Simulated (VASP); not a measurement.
# Pb (P6_3/mmc) in VASP: a series of runs

The runs below take Pb through single point, relaxation of cell and atoms, with PBEsol.

Program: VASP 6.6.1. These are calculated values, not measurements. Logs are shortened: lines on timing, memory, paths and dates and some standing lists are left out, and cuts for length are marked.

**1. The cell of the first run**

The structure is hexagonal, space group P6_3/mmc (No. 194). The conventional cell has a = 3.473 Å, b = 3.473 Å, c = 5.728 Å, α = 90.00°, β = 90.00°, γ = 120.00°. Pb (site symmetry -6m2) has 12 Pb at 3.47 to 3.50 Å within 4.6 Å.

**2. Single point, PBEsol**

Input file INCAR:

```
SYSTEM = Pb
ALGO = Fast
EDIFF = 1E-7
ENCUT = 520
GGA = PS
ISIF = 2
ISMEAR = 0
LASPH = .TRUE.
LCHARG = .FALSE.
LREAL = .FALSE.
LWAVE = .FALSE.
NBANDS = 21
NELM = 60
PREC = Accurate
SIGMA = 0.1
```

Input file KPOINTS:

```
k-points
0
G
  15 15 8
  0 0 0
```

Input file POSCAR:

```
Pb
1.0
    3.4725573721      0.0000000000      0.0000000000
   -1.7362786860      3.0073229003      0.0000000000
    0.0000000000      0.0000000000      5.7282017224
Pb
2
Direct
    0.3333333333      0.6666666667      0.2500000000
    0.6666666667      0.3333333333      0.7500000000
```

Potentials or basis: VASP PAW PBE potentials, release 64 (Pb_d).

On the command line:

```bash
$ cat potpaw_PBE.64/Pb_d/POTCAR > POTCAR
$ mpirun -np 1 vasp_std > vasp.out
```

OUTCAR:

```text
SYSTEM = Pb
   EDIFF = 1E-7
   ENCUT = 520
   GGA = PS
   ISIF = 2
   ISMEAR = 0
   LASPH = .TRUE.
   LREAL = .FALSE.
   NELM = 60
   PREC = Accurate

 ion  position               nearest neighbor table
   1  0.333  0.667  0.250-   2 3.50   2 3.50   2 3.50   2 3.50   2 3.50   2 3.50
   2  0.667  0.333  0.750-   1 3.50   1 3.50   1 3.50   1 3.50   1 3.50   1 3.50

  LATTYP: Found a hexagonal cell.
 ALAT       =     3.4725573721
 C/A-ratio  =     1.6495628750

  Lattice vectors:

 A1 = (   3.4725573721,   0.0000000000,   0.0000000000)
 A2 = (  -1.7362786860,   3.0073229003,   0.0000000000)
 A3 = (   0.0000000000,   0.0000000000,   5.7282017224)

Analysis of symmetry for initial positions (statically):
=====================================================================
 Subroutine PRICEL returns:
 Original cell was already a primitive cell.

 Routine SETGRP: Setting up the symmetry group for a
 hexagonal supercell.

 Subroutine GETGRP returns: Found 24 space group operations
 (whereof 12 operations were pure point group operations)
 out of a pool of 24 trial point group operations.

The static configuration has the point symmetry D_3d.
 The point group associated with its full space group is D_6h.

Analysis of symmetry for dynamics (positions and initial velocities):
=====================================================================
 Subroutine PRICEL returns:
 Original cell was already a primitive cell.

 Routine SETGRP: Setting up the symmetry group for a
 hexagonal supercell.

 Subroutine GETGRP returns: Found 24 space group operations
 (whereof 12 operations were pure point group operations)
 out of a pool of 24 trial point group operations.

The dynamic configuration has the point symmetry D_3d.
 The point group associated with its full space group is D_6h.

 Subroutine INISYM returns: Found 24 space group operations
 (whereof 12 operations are pure point group operations),
 and found     1 'primitive' translations

----------------------------------------------------------------------------------------

                                     Primitive cell

  volume of cell :      59.8202

  direct lattice vectors                    reciprocal lattice vectors
     3.472557372  0.000000000  0.000000000     0.287972204  0.166260830  0.000000000
    -1.736278686  3.007322900  0.000000000     0.000000000  0.332521659  0.000000000
     0.000000000  0.000000000  5.728201722     0.000000000  0.000000000  0.174574858

  length of vectors
     3.472557372  3.472557372  5.728201722     0.332521659  0.332521659  0.174574858

  position of ions in fractional coordinates (direct lattice)
     0.333333333  0.666666667  0.250000000
     0.666666667  0.333333333  0.750000000

  ion indices of the primitive-cell ions
   primitive index   ion index
                 1           1
                 2           2

----------------------------------------------------------------------------------------

 KPOINTS: k-points

Automatic generation of k-mesh.
 Grid dimensions read from file:
 generate k-points for:   15   15    8

 Generating k-lattice:

  Cartesian coordinates                     Fractional coordinates (reciprocal lattice)
     0.019198147  0.011084055  0.000000000     0.066666667  0.000000000  0.000000000
     0.000000000  0.022168111  0.000000000     0.000000000  0.066666667  0.000000000
     0.000000000  0.000000000  0.021821857     0.000000000  0.000000000  0.125000000

  Length of vectors
     0.022168111  0.022168111  0.021821857

  Shift w.r.t. Gamma in fractional coordinates (k-lattice)
     0.000000000  0.000000000  0.000000000

 Subroutine IBZKPT returns following result:
 ===========================================

 Found    135 irreducible k-points:

 Following reciprocal coordinates:
            Coordinates               Weight
  0.000000  0.000000  0.000000      1.000000
  0.066667  0.000000  0.000000      6.000000
  0.133333  0.000000  0.000000      6.000000
  0.200000  0.000000  0.000000      6.000000
  0.266667  0.000000  0.000000      6.000000
  0.333333  0.000000  0.000000      6.000000
[... 16 lines left out ...]
  0.333333  0.200000  0.000000     12.000000
  0.400000  0.200000  0.000000      6.000000
 [... further k-points ...]
   k-points           NKPTS =    135   k-points in BZ     NKDIM =    135   number of bands    NBANDS=     21
   number of dos      NEDOS =    301   number of ions     NIONS =      2
   total plane-waves  NPLWV =  37632
   dimension x,y,z NGX =    28 NGY =   28 NGZ =   48
   dimension x,y,z NGXF=    56 NGYF=   56 NGZF=   96
   ions per type =               2
   NGX,Y,Z   is equivalent  to a cutoff of  13.40, 13.40, 13.93 a.u.
   NGXF,Y,Z  is equivalent  to a cutoff of  26.81, 26.81, 27.86 a.u.
 SYSTEM =  Pb
   PREC   = accura    normal or accurate (medium, high low for compatibility)
   ISTART =      0    job   : 0-new  1-cont  2-samecut
   ICHARG =      2    charge: 1-file 2-atom 10-const
   ISPIN  =      1    spin polarized calculation?
   LNONCOLLINEAR =      F non collinear calculations
   LSORBIT =      F    spin-orbit coupling
   LASPH  =      T    aspherical Exc in radial PAW
   ENCUT  =  520.0 eV  38.22 Ry    6.18 a.u.   6.46  6.46 10.65*2*pi/ulx,y,z
   NELM   =     60;   NELMIN=  2; NELMDL= -5     # of ELM steps
   EDIFF  = 0.1E-06   stopping-criterion for ELM
   LREAL  =      F    real-space projection
   EDIFFG = 0.1E-05   stopping-criterion for IOM
   NSW    =      0    number of steps for IOM
   IBRION =     -1    ionic relax: 0-MD 1-quasi-New 2-CG
   NFREE  =      0    steps in history (QN), initial steepest desc. (CG)
   ISIF   =      2    stress and relaxation
   ISYM   =      2    0-nonsym 1-usesym 2-fastsym
   POTIM  = 0.5000    time-step for ionic-motion
   TEBEG  =    0.0;   TEEND  =   0.0 temperature during run
   PSTRESS=    0.0 pullay stress
   NELECT =      28.0000    total number of electrons
   NUPDOWN=      -1.0000    fix difference up-down
   EMIN   =  10.00;   EMAX   =-10.00  energy-range for DOS
   EFERMI =   0.00;   METHOD = LEGACY
   ISMEAR =     0;   SIGMA  =   0.10  broadening in eV -4-tet -1-fermi 0-gaus
   EFERMI_NEDOS =   21; number of points for ismear=-14 and -15
   IALGO  =     68    algorithm
   IMIX   =      4    mixing-type and parameters
     AMIX     =   0.40;   BMIX     =  1.00
     AMIX_MAG =   1.60;   BMIX_MAG =  1.00
  volume/ion in A,a.u.               =      29.91       201.84
  Fermi-wavevector in a.u.,A,eV,Ry     =   1.271096  2.402023 21.982719  1.615684
  Thomas-Fermi vector in A             =   2.404047
   LORBIT       =      0    0 simple, 1 ext, 2 COOP (PROOUT), +10 PAW based schemes
   GGA     = PS    functional components
   LHFCALC =     F    Hartree Fock is set to
   AEXX    =    0.0000 exact exchange contribution
   IVDW    =     0    specifies the selected vdW correction
   LEPSILON=     F    determine dielectric tensor
   LRPA    =     F    only Hartree local field effects (RPA)
 non-spin polarized calculation
 RMM-DIIS sequential band-by-band and
 Gauss-broadening in eV      SIGMA  =   0.10
  energy-cutoff  :      520.00
  volume of cell :       59.82
 maximum number of plane-waves:      1635
 NGX is ok and might be reduce to    28
   NGX = 13   NGY = 13   NGZ = 21

 number of electron      28.0000004 magnetization

 Free energy of the ion-electron system (eV)
  ---------------------------------------------------
  ext. energy  EPLUGINS =         0.00000000
  ---------------------------------------------------
  free energy    TOTEN  =        -7.98572379 eV

  energy without entropy =       -7.98273394  energy(sigma->0) =       -7.98422887

 E-fermi :   7.2026     XC(G=0): -10.4086

 val. band max:        7.1500430915   @ k =   0.3333   0.0000   0.2500
 cond. band min:       7.2567762858   @ k =   0.2667   0.1333   0.1250
 fundamental gap:      0.1067331943
 Fermi energy:         7.2025972193

 k-point     1 :       0.0000    0.0000    0.0000
  band No.  band energies     occupation
      1      -9.7829      2.00000
      2      -9.7543      2.00000
      3      -9.7287      2.00000
      4      -9.7287      2.00000
      5      -9.7073      2.00000
      6      -9.7073      2.00000
[... 13 lines left out ...]
     20      16.4173      0.00000
     21      18.8079      0.00000

 k-point     2 :       0.0667    0.0000    0.0000
  band No.  band energies     occupation
      1      -9.7790      2.00000
      2      -9.7564      2.00000
      3      -9.7215      2.00000
      4      -9.7173      2.00000
      5      -9.7056      2.00000
      6      -9.6963      2.00000
[... 13 lines left out ...]
     20      16.8193      0.00000
     21      18.3397      0.00000

 k-point     3 :       0.1333    0.0000    0.0000
  band No.  band energies     occupation
      1      -9.7884      2.00000
      2      -9.7449      2.00000
      3      -9.7142      2.00000
      4      -9.6850      2.00000
      5      -9.6849      2.00000
      6      -9.6651      2.00000
[... 13 lines left out ...]
     20      17.4724      0.00000
     21      17.7221      0.00000

 k-point     4 :       0.2000    0.0000    0.0000
  band No.  band energies     occupation
      1      -9.8142      2.00000
      2      -9.7297      2.00000
      3      -9.7062      2.00000
      4      -9.6910      2.00000
      5      -9.6749      2.00000
      6      -9.6398      2.00000
[... 13 lines left out ...]
     20      16.8626      0.00000
     21      17.9266      0.00000

 k-point     5 :       0.2667    0.0000    0.0000
  band No.  band energies     occupation
      1      -9.8437      2.00000
      2      -9.7389      2.00000
      3      -9.7230      2.00000
      4      -9.6921      2.00000
      5      -9.6739      2.00000
      6      -9.5869      2.00000
[... 13 lines left out ...]
     20      16.4324      0.00000
     21      17.8789      0.00000
[... 382 lines left out ...]
     20      17.5914      0.00000
     21      18.2270      0.00000

 k-point    22 :       0.2667    0.2000    0.0000
  band No.  band energies     occupation
      1      -9.7930      2.00000
      2      -9.7838      2.00000
      3      -9.7284      2.00000
      4      -9.7081      2.00000
      5      -9.6298      2.00000
      6      -9.6101      2.00000
[... 13 lines left out ...]
     20      17.6031      0.00000
     21      19.4545      0.00000

 k-point    23 :       0.3333    0.2000    0.0000
  band No.  band energies     occupation
      1      -9.8126      2.00000
      2      -9.7949      2.00000
      3      -9.7039      2.00000
      4      -9.6990      2.00000
      5      -9.6281      2.00000
      6      -9.6170      2.00000
[... 13 lines left out ...]
     20      17.4458      0.00000
     21      20.3094      0.00000

 k-point    24 :       0.4000    0.2000    0.0000
  band No.  band energies     occupation
      1      -9.8196      2.00000
      2      -9.7989      2.00000
      3      -9.7010      2.00000
      4      -9.6892      2.00000
      5      -9.6359      2.00000
      6      -9.6055      2.00000
[... 13 lines left out ...]
     20      17.3888      0.00000
     21      20.8594      0.00000

 [... further k-points ...]

------------------------ aborting loop because EDIFF is reached ----------------------------------------

  FORCE on cell =-STRESS in cart. coord.  units (eV):
  Direction    XX          YY          ZZ          XY          YZ          ZX
  --------------------------------------------------------------------------------------
  -------------------------------------------------------------------------------------
  Total       -0.0394427     -0.0394427     -0.0415731     -0.0000000      0.0000000      0.0000000
  in kB       -1.0564032     -1.0564032     -1.1134625     -0.0000000      0.0000000      0.0000000
  external PRESSURE =      -1.0754230 kB  Pullay stress =       0.0000000 kB

 VOLUME and BASIS-vectors are now :
 -----------------------------------------------------------------------------
  energy-cutoff  :      520.00
  volume of cell :       59.82
      direct lattice vectors                 reciprocal lattice vectors
     3.472557372  0.000000000  0.000000000     0.287972204  0.166260830  0.000000000
    -1.736278686  3.007322900  0.000000000     0.000000000  0.332521659  0.000000000
     0.000000000  0.000000000  5.728201722     0.000000000  0.000000000  0.174574858

 POSITION                                       TOTAL-FORCE (eV/Angst)
 -----------------------------------------------------------------------------------
     -0.00000      2.00488      1.43205         0.000000      0.000000      0.000000
      1.73628      1.00244      4.29615        -0.000000     -0.000000      0.000000
 -----------------------------------------------------------------------------------
    total drift:                                0.000000     -0.000000      0.000000

  FREE ENERGIE OF THE ION-ELECTRON SYSTEM (eV)
  ---------------------------------------------------
  free  energy   TOTEN  =        -7.9857237945 eV

  energy  without entropy=       -7.9827339449  energy(sigma->0) =       -7.98422887
```

It took 98 s on 1 thread of Intel Xeon 6975P-C (Granite Rapids), shared host; peak memory 0.28 GiB.

What came out:

* Free energy: -7.9857 eV
* Pressure: -0.1 GPa
* Band gap on the k mesh: zero (band 14 reaches 13.06 eV, above the bottom of band 15 at 5.18 eV)

Caveat: the PAW data sets were made with another functional, which shifts forces and pressure a little; spin-orbit coupling is left out, which moves the levels of the heavy elements.

[end of part 1 of 2]
